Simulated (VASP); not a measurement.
# Sc (P6_3/mmc) in VASP: further runs

The runs below take Sc through relaxation of shape and atoms at fixed volume, relaxation of cell and atoms, with PBE.

Program: VASP 6.6.1. These are calculated values, not measurements. Logs are shortened: lines on timing, memory, paths and dates and some standing lists are left out, and cuts for length are marked.

## 1. The cell of the first run

The structure is hexagonal, space group P6_3/mmc (No. 194). Conventional cell: a = 3.016 Å, b = 3.016 Å, c = 4.704 Å, α = 90.00°, β = 90.00°, γ = 120.00°. Sc (site symmetry -6m2) has 12 Sc at 2.93 to 3.02 Å within 3.9 Å.

## 2. Relaxation of shape and atoms at fixed volume, PBE

File INCAR:

```
ALGO     = Normal         # electronic algorithm
EDIFF    = 1E-6           # SCF threshold, eV
EDIFFG   = -0.005         # ionic threshold
ENCUT    = 600            # plane-wave cutoff, eV
GGA      = PE             # functional
IBRION   = 2              # ionic algorithm
ISIF     = 4              # what is computed and relaxed
ISMEAR   = -1             # smearing method
LASPH    = T              # aspherical terms in the spheres
LCHARG   = F              # write CHGCAR
LREAL    = F              # projectors in reciprocal space
LWAVE    = F              # write WAVECAR
NELM     = 60             # most SCF steps
NSW      = 50             # ionic steps
PREC     = Accurate       # precision mode
SIGMA    = 0.08           # smearing width, eV
```

File KPOINTS:

```
k-points
0
Gamma
  13 13 7
```

File POSCAR:

```
Sc
1.0
    3.0160917254      0.0000000000      0.0000000000
   -1.5080458627      2.6120120543      0.0000000000
    0.0000000000      0.0000000000      4.7036027626
Sc
2
Direct
    0.3333333333      0.6666666667      0.2500000000
    0.6666666667      0.3333333333      0.7500000000
```

Potentials or basis: VASP PAW PBE potentials, release 64 (Sc_sv).

On the command line:

```console
$ cat potpaw_PBE.64/Sc_sv/POTCAR > POTCAR
$ mpirun -np 1 vasp_std > vasp.out
```

OUTCAR:

```text
EDIFF = 1E-6
   EDIFFG = -0.005
   ENCUT = 600
   GGA = PE
   IBRION = 2
   ISIF = 4
   ISMEAR = -1
   LASPH = T
   LREAL = F
   NELM = 60
   NSW = 50
   PREC = Accurate

 ion  position               nearest neighbor table
   1  0.333  0.667  0.250-   2 2.93   2 2.93   2 2.93   2 2.93   2 2.93   2 2.93
   2  0.667  0.333  0.750-   1 2.93   1 2.93   1 2.93   1 2.93   1 2.93   1 2.93

  LATTYP: Found a hexagonal cell.
 ALAT       =     3.0160917254
 C/A-ratio  =     1.5595025586

  Lattice vectors:

 A1 = (   3.0160917254,   0.0000000000,   0.0000000000)
 A2 = (  -1.5080458627,   2.6120120543,   0.0000000000)
 A3 = (   0.0000000000,   0.0000000000,   4.7036027626)

Analysis of symmetry for initial positions (statically):
=====================================================================
 Subroutine PRICEL returns:
 Original cell was already a primitive cell.

 Routine SETGRP: Setting up the symmetry group for a
 hexagonal supercell.

 Subroutine GETGRP returns: Found 24 space group operations
 (whereof 12 operations were pure point group operations)
 out of a pool of 24 trial point group operations.

The static configuration has the point symmetry D_3d.
 The point group associated with its full space group is D_6h.

Analysis of symmetry for dynamics (positions and initial velocities):
=====================================================================
 Subroutine PRICEL returns:
 Original cell was already a primitive cell.

 Routine SETGRP: Setting up the symmetry group for a
 hexagonal supercell.

 Subroutine GETGRP returns: Found 24 space group operations
 (whereof 12 operations were pure point group operations)
 out of a pool of 24 trial point group operations.

The dynamic configuration has the point symmetry D_3d.
 The point group associated with its full space group is D_6h.

 Subroutine INISYM returns: Found 24 space group operations
 (whereof 12 operations are pure point group operations),
 and found     1 'primitive' translations

----------------------------------------------------------------------------------------

                                     Primitive cell

  volume of cell :      37.0553

  direct lattice vectors                    reciprocal lattice vectors
     3.016091725  0.000000000  0.000000000     0.331554903  0.191423313  0.000000000
    -1.508045863  2.612012054  0.000000000     0.000000000  0.382846625  0.000000000
     0.000000000  0.000000000  4.703602763     0.000000000  0.000000000  0.212602988

  length of vectors
     3.016091725  3.016091725  4.703602763     0.382846625  0.382846625  0.212602988

  position of ions in fractional coordinates (direct lattice)
     0.333333333  0.666666667  0.250000000
     0.666666667  0.333333333  0.750000000

  ion indices of the primitive-cell ions
   primitive index   ion index
                 1           1
                 2           2

----------------------------------------------------------------------------------------

 KPOINTS: k-points

Automatic generation of k-mesh.
 Grid dimensions read from file:
 generate k-points for:   13   13    7

 Generating k-lattice:

  Cartesian coordinates                     Fractional coordinates (reciprocal lattice)
     0.025504223  0.014724870  0.000000000     0.076923077  0.000000000  0.000000000
     0.000000000  0.029449740  0.000000000     0.000000000  0.076923077  0.000000000
     0.000000000  0.000000000  0.030371855     0.000000000  0.000000000  0.142857143

  Length of vectors
     0.029449740  0.029449740  0.030371855

  Shift w.r.t. Gamma in fractional coordinates (k-lattice)
     0.000000000  0.000000000  0.000000000

 Subroutine IBZKPT returns following result:
 ===========================================

 Found     84 irreducible k-points:

 Following reciprocal coordinates:
            Coordinates               Weight
  0.000000  0.000000  0.000000      1.000000
  0.076923  0.000000  0.000000      6.000000
  0.153846  0.000000  0.000000      6.000000
  0.230769  0.000000  0.000000      6.000000
  0.307692  0.000000  0.000000      6.000000
  0.384615  0.000000  0.000000      6.000000
[... 16 lines left out ...]
  0.076923  0.000000  0.142857     12.000000
  0.153846  0.000000  0.142857     12.000000
 [... further k-points ...]
   k-points           NKPTS =     84   k-points in BZ     NKDIM =     84   number of bands    NBANDS=     15
   number of dos      NEDOS =    301   number of ions     NIONS =      2
   total plane-waves  NPLWV =  23040
   dimension x,y,z NGX =    24 NGY =   24 NGZ =   40
   dimension x,y,z NGXF=    48 NGYF=   48 NGZF=   80
   ions per type =               2
   NGX,Y,Z   is equivalent  to a cutoff of  13.23, 13.23, 14.14 a.u.
   NGXF,Y,Z  is equivalent  to a cutoff of  26.46, 26.46, 28.28 a.u.
 SYSTEM =  unknown system
   PREC   = accura    normal or accurate (medium, high low for compatibility)
   ISTART =      0    job   : 0-new  1-cont  2-samecut
   ICHARG =      2    charge: 1-file 2-atom 10-const
   ISPIN  =      1    spin polarized calculation?
   LNONCOLLINEAR =      F non collinear calculations
   LSORBIT =      F    spin-orbit coupling
   LASPH  =      T    aspherical Exc in radial PAW
   ENCUT  =  600.0 eV  44.10 Ry    6.64 a.u.   6.02  6.02  9.39*2*pi/ulx,y,z
   NELM   =     60;   NELMIN=  2; NELMDL= -5     # of ELM steps
   EDIFF  = 0.1E-05   stopping-criterion for ELM
   LREAL  =      F    real-space projection
   EDIFFG = -.5E-02   stopping-criterion for IOM
   NSW    =     50    number of steps for IOM
   IBRION =      2    ionic relax: 0-MD 1-quasi-New 2-CG
   NFREE  =      1    steps in history (QN), initial steepest desc. (CG)
   ISIF   =      4    stress and relaxation
   ISYM   =      2    0-nonsym 1-usesym 2-fastsym
   POTIM  = 0.5000    time-step for ionic-motion
   TEBEG  =    0.0;   TEEND  =   0.0 temperature during run
   PSTRESS=    0.0 pullay stress
   NELECT =      22.0000    total number of electrons
   NUPDOWN=      -1.0000    fix difference up-down
   EMIN   =  10.00;   EMAX   =-10.00  energy-range for DOS
   EFERMI =   0.00;   METHOD = LEGACY
   ISMEAR =    -1;   SIGMA  =   0.08  broadening in eV -4-tet -1-fermi 0-gaus
   EFERMI_NEDOS =   21; number of points for ismear=-14 and -15
   IALGO  =     38    algorithm
   IMIX   =      4    mixing-type and parameters
     AMIX     =   0.40;   BMIX     =  1.00
     AMIX_MAG =   1.60;   BMIX_MAG =  1.00
  volume/ion in A,a.u.               =      18.53       125.03
  Fermi-wavevector in a.u.,A,eV,Ry     =   1.375938  2.600146 25.758632  1.893206
  Thomas-Fermi vector in A             =   2.501228
   LORBIT       =      0    0 simple, 1 ext, 2 COOP (PROOUT), +10 PAW based schemes
   GGA     = PE    functional components
   LHFCALC =     F    Hartree Fock is set to
   AEXX    =    0.0000 exact exchange contribution
   IVDW    =     0    specifies the selected vdW correction
   LEPSILON=     F    determine dielectric tensor
   LRPA    =     F    only Hartree local field effects (RPA)
 conjugate gradient relaxation of ions
 non-spin polarized calculation
  energy-cutoff  :      600.00
  volume of cell :       37.06
 maximum number of plane-waves:      1257
   NGX = 13   NGY = 13   NGZ = 19

--------------------------------------- Ionic step        1  -------------------------------------------

 number of electron      22.0000001 magnetization

 Free energy of the ion-electron system (eV)
  ---------------------------------------------------
  ext. energy  EPLUGINS =         0.00000000
  ---------------------------------------------------
  free energy    TOTEN  =       -11.75649852 eV

  energy without entropy =      -11.68600462  energy(sigma->0) =      -11.72125157

------------------------ aborting loop because EDIFF is reached ----------------------------------------

  FORCE on cell =-STRESS in cart. coord.  units (eV):
  Direction    XX          YY          ZZ          XY          YZ          ZX
  --------------------------------------------------------------------------------------
  -------------------------------------------------------------------------------------
  Total        5.7606472      5.7606472      5.5826626      0.0000000      0.0000000     -0.0000000
  in kB      249.0757796    249.0757796    241.3801789      0.0000000      0.0000000     -0.0000000
  external PRESSURE =     246.5105794 kB  Pullay stress =       0.0000000 kB
[... 57 lines left out ...]
  energy  without entropy=      -11.6867241418  energy(sigma->0) =      -11.72180100

--------------------------------------- Ionic step        3  -------------------------------------------

 number of electron      21.9999998 magnetization

 Free energy of the ion-electron system (eV)
  ---------------------------------------------------
  ext. energy  EPLUGINS =         0.00000000
  ---------------------------------------------------
  free energy    TOTEN  =       -11.75699152 eV

  energy without entropy =      -11.68717075  energy(sigma->0) =      -11.72208113

 E-fermi :   5.5403     XC(G=0): -11.0896

 val. band max:        5.5210584485   @ k =   0.3077   0.0769   0.4286
 cond. band min:       5.5414863131   @ k =   0.3077   0.0769   0.0000
 fundamental gap:      0.0204278646
 Fermi energy:         5.5402569933

 k-point     1 :       0.0000    0.0000    0.0000
  band No.  band energies     occupation
      1     -43.2201      2.00000
      2     -42.9869      2.00000
      3     -22.4014      2.00000
      4     -21.5255      2.00000
      5     -21.5255      2.00000
      6     -21.3647      2.00000
      7     -21.3647      2.00000
      8     -21.3056      2.00000
      9       0.0193      2.00000
     10       3.4575      2.00000
     11       7.1575      0.00000
     12       7.4265      0.00000
     13       7.4265      0.00000
     14       7.8732      0.00000
     15       8.1109      0.00000
[... 397 lines left out ...]
 k-point    24 :       0.1538    0.0000    0.1429
  band No.  band energies     occupation
      1     -43.1759      2.00000
      2     -42.9869      2.00000
      3     -22.2869      2.00000
      4     -21.6556      2.00000
      5     -21.5644      2.00000
      6     -21.5501      2.00000
      7     -21.3903      2.00000
      8     -21.3617      2.00000
      9       0.8417      2.00000
     10       3.9104      2.00000
     11       6.0582      0.00308
     12       6.5740      0.00000
     13       7.6659      0.00000
     14       7.6926      0.00000
     15       7.8552      0.00000

 [... further k-points ...]

------------------------ aborting loop because EDIFF is reached ----------------------------------------

  FORCE on cell =-STRESS in cart. coord.  units (eV):
  Direction    XX          YY          ZZ          XY          YZ          ZX
  --------------------------------------------------------------------------------------
  -------------------------------------------------------------------------------------
  Total        5.7101843      5.7101843      5.7123489      0.0000000      0.0000000      0.0000000
  in kB      246.8938954    246.8938954    246.9874837      0.0000000      0.0000000      0.0000000
  external PRESSURE =     246.9250915 kB  Pullay stress =       0.0000000 kB
[... 17 lines left out ...]
  FREE ENERGIE OF THE ION-ELECTRON SYSTEM (eV)
  ---------------------------------------------------
  free  energy   TOTEN  =       -11.7569915206 eV

  energy  without entropy=      -11.6871707481  energy(sigma->0) =      -11.72208113

 reached required accuracy - stopping structural energy minimisation
```

It took 2.1 min on 1 thread of AMD EPYC 9755, shared host; peak memory 0.15 GiB.

What came out:

```yaml
Free_energy: -11.7570 eV
Energy_gained_by_relaxing: 0.2 meV/atom
Ionic_steps: 3
Pressure_after_relaxing: 24.7 GPa
Band_gap_on_the_k_mesh: zero (bands 11 and 12 overlap by 2.22 eV)
```

The path:
```tsv
step	energy change (eV)	largest force (eV/Å)	pressure (GPa)	volume (Å³)
1	0.0000	0.0000	24.65	37.06
2	-0.0004	0.0000	24.68	37.06
3	-0.0005	0.0000	24.69	37.06
```

Final structure:
```
CELL_PARAMETERS angstrom
3.02449 0.00000 0.00000
-1.51225 2.61929 0.00000
0.00000 0.00000 4.67751
ATOMIC_POSITIONS crystal
Sc 0.33333 0.66667 0.25000
Sc 0.66667 0.33333 0.75000
```

## 3. Relaxation of shape and atoms at fixed volume, PBE

This run uses another cell than the first one, of 21.00 Å³/atom.

File INCAR:

```
PREC = Accurate ; ENCUT = 600
EDIFF = 1E-6 ; ISMEAR = -1
SIGMA = 0.08 ; LREAL = F
LASPH = T ; NELM = 80
ALGO = Normal ; ISIF = 4
LWAVE = F ; LCHARG = F
GGA = PE ; IBRION = 2
NSW = 50 ; EDIFFG = -0.005
```

File KPOINTS:

```
Automatic mesh
0
Gamma
  13 13 7
```

File POSCAR:

```
Sc
1.0
    3.1445880952      0.0000000000      0.0000000000
   -1.5722940476      2.7232931749      0.0000000000
    0.0000000000      0.0000000000      4.9039931801
Sc
2
Direct
    0.3333333333      0.6666666667      0.2500000000
    0.6666666667      0.3333333333      0.7500000000
```

Potentials or basis: VASP PAW PBE potentials, release 64 (Sc_sv).

On the command line:

```console
$ cat potpaw_PBE.64/Sc_sv/POTCAR > POTCAR
$ mpirun -np 1 vasp_std > vasp.out
```

Wall time 2.9 min (1 thread of AMD EPYC 9755, shared host); peak memory 0.18 GiB.

The run converged. Its results:

- Free energy: -12.3017 eV
- Energy gained by relaxing: 0.2 meV/atom
- Ionic steps: 3
- Pressure after relaxing: 11.5 GPa
- Band gap on the k mesh: zero (bands 11 and 12 overlap by 1.70 eV)

Step by step:
```csv
step,energy change (eV),largest force (eV/Å),pressure (GPa),volume (Å³)
1,0.0000,0.0000,11.54,42.00
2,-0.0003,0.0000,11.56,42.00
3,-0.0004,0.0000,11.54,42.00
```

Final structure:
```
Sc
1.0
     3.15162    0.00000    0.00000
    -1.57581    2.72939    0.00000
     0.00000    0.00000    4.88212
Sc
2
Direct
  0.33333 0.66667 0.25000
  0.66667 0.33333 0.75000
```

Levels at points of the mesh, in eV from the Fermi level:
```tsv
k point	band 9	band 10	band 11	band 12	band 13	band 14
(0.00, 0.00, 0.00)	-5.39	-1.86	1.10	1.77	1.77	2.14
```

## 4. Relaxation of shape and atoms at fixed volume, PBE

This run uses another cell than the first one, of 23.47 Å³/atom.

File INCAR:

```
PREC = Accurate
ENCUT = 600
EDIFF = 1E-6
ISMEAR = -1
SIGMA = 0.08
LREAL = F
LASPH = T
NELM = 100
ALGO = Normal
ISIF = 4
LWAVE = F
LCHARG = F
GGA = PE
IBRION = 2
NSW = 50
EDIFFG = -0.005
```

KPOINTS is that of step 3.

File POSCAR:

```
Sc
1.0
    3.2633625536      0.0000000000      0.0000000000
   -1.6316812768      2.8261548732      0.0000000000
    0.0000000000      0.0000000000      5.0892222519
Sc
2
Direct
    0.3333333333      0.6666666667      0.2500000000
    0.6666666667      0.3333333333      0.7500000000
```

On the command line:

```console
$ cat potpaw_PBE.64/Sc_sv/POTCAR > POTCAR
$ mpirun -np 1 vasp_std > vasp.out
```

Run time: 3 min. Hardware: 1 thread of AMD EPYC 9755, shared host; peak memory 0.18 GiB.

Results (log left out):

| Quantity | Value |
| --- | --- |
| Free energy | -12.5178 eV |
| Energy gained by relaxing | 0.0 meV/atom |
| Ionic steps | 3 |
| Pressure after relaxing | 3.1 GPa |
| Band gap on the k mesh | zero (bands 11 and 12 overlap by 1.41 eV) |

Final structure:
```
Sc
1.0
     3.26535    0.00000    0.00000
    -1.63268    2.82788    0.00000
     0.00000    0.00000    5.08302
Sc
2
Direct
  0.33333 0.66667 0.25000
  0.66667 0.33333 0.75000
```

Levels at points of the mesh, in eV from the Fermi level:
| k point | band 7 | band 8 | band 9 | band 10 | band 11 | band 12 | band 13 | band 14 | band 15 |
| --- | --- | --- | --- | --- | --- | --- | --- | --- | --- |
| (0.00, 0.00, 0.00) | -27.68 | -27.65 | -5.22 | -1.70 | 0.73 | 1.65 | 1.65 | 1.93 | 2.14 |

## 5. Relaxation of cell and atoms, PBE

This run uses another cell than the first one, of 24.73 Å³/atom.

File INCAR:

```
ALGO = Normal
EDIFF = 1E-6
EDIFFG = -0.005
ENCUT = 600
GGA = PE
IBRION = 2
ISIF = 3
ISMEAR = -1
LASPH = True
LCHARG = False
LREAL = False
LWAVE = False
NELM = 100
NSW = 60
PREC = Accurate
SIGMA = 0.08
```

File KPOINTS:

```
k-points
0
Gamma
  13 13 7
```

File POSCAR:

```
Sc
1.0
    3.2791370533      0.0000000000      0.0000000000
   -1.6395685267      2.8398159907      0.0000000000
    0.0000000000      0.0000000000      5.3122020264
Sc
2
Direct
    0.3333333333      0.6666666667      0.2500000000
    0.6666666667      0.3333333333      0.7500000000
```

On the command line:

```console
$ cat potpaw_PBE.64/Sc_sv/POTCAR > POTCAR
$ mpirun -np 1 vasp_std > vasp.out
```

Run time: 5.6 min. Hardware: 1 thread of AMD EPYC 9755, shared host; peak memory 0.19 GiB.

It converged, with:

```yaml
Free_energy: -12.5412 eV
Relaxed_volume: 24.72 Å³/atom
Relaxed_cell: a = 3.320 Å, b = 3.320 Å, c = 5.180 Å, α = 90.00°, β = 90.00°, γ = 120.00°
Space_group_after_relaxing_to_0.1_Å: P6_3/mmc (No. 194)
Energy_gained_by_relaxing: 5.3 meV/atom
Ionic_steps: 6
Pressure_after_relaxing: 0.0 GPa
Band_gap_on_the_k_mesh: zero (bands 11 and 12 overlap by 1.29 eV)
```

The path:
```csv
step,energy change (eV),largest force (eV/Å),pressure (GPa),volume (Å³)
1,0.0000,0.0000,0.07,49.47
2,-0.0083,0.0000,-0.07,49.54
3,-0.0105,0.0000,-0.14,49.58
4,-0.0105,0.0000,-0.14,49.59
5,-0.0105,0.0000,0.06,49.40
6,-0.0106,0.0000,0.01,49.45
```

Final structure:
```
Sc
1.0
     3.32006    0.00000    0.00000
    -1.66003    2.87526    0.00000
     0.00000    0.00000    5.18010
Sc
2
Cartesian
  0.0000 1.9168 1.2950
  1.6600 0.9584 3.8851
```

Levels at points of the mesh, in eV from the Fermi level:
| k point | band 7 | band 8 | band 9 | band 10 | band 11 | band 12 | band 13 | band 14 | band 15 |
| --- | --- | --- | --- | --- | --- | --- | --- | --- | --- |
| (0.00, 0.00, 0.00) | -27.85 | -27.82 | -5.12 | -1.63 | 0.59 | 1.59 | 1.59 | 1.84 | 2.04 |

## 6. Overview

| task | cell | gap on the mesh (eV) | pressure (GPa) |
| --- | --- | --- | --- |
| relaxation of shape and atoms at fixed volume | relaxed from a = 3.016, b = 3.016, c = 4.704 Å, angles 90.0, 90.0, 120.0°, 2 atoms | none | 24.7 |
| relaxation of shape and atoms at fixed volume | relaxed from a = 3.145, b = 3.145, c = 4.904 Å, angles 90.0, 90.0, 120.0°, 2 atoms | none | 11.5 |
| relaxation of shape and atoms at fixed volume | relaxed from a = 3.263, b = 3.263, c = 5.089 Å, angles 90.0, 90.0, 120.0°, 2 atoms | none | 3.1 |
| relaxation of cell and atoms | relaxed from a = 3.279, b = 3.279, c = 5.312 Å, angles 90.0, 90.0, 120.0°, 2 atoms | none | 0.0 |

Alike in all rows: level PBE; potentials or basis VASP PAW PBE potentials, release 64 (Sc_sv); no spin polarisation; k mesh 13 × 13 × 7; cutoff (eV) 600; smearing fermi-dirac 0.08 eV.

Total energies depend on the potentials used, so only differences within one code and one set of settings carry meaning.

The gap in the log of VASP goes by the Fermi energy; the results here count the filled bands.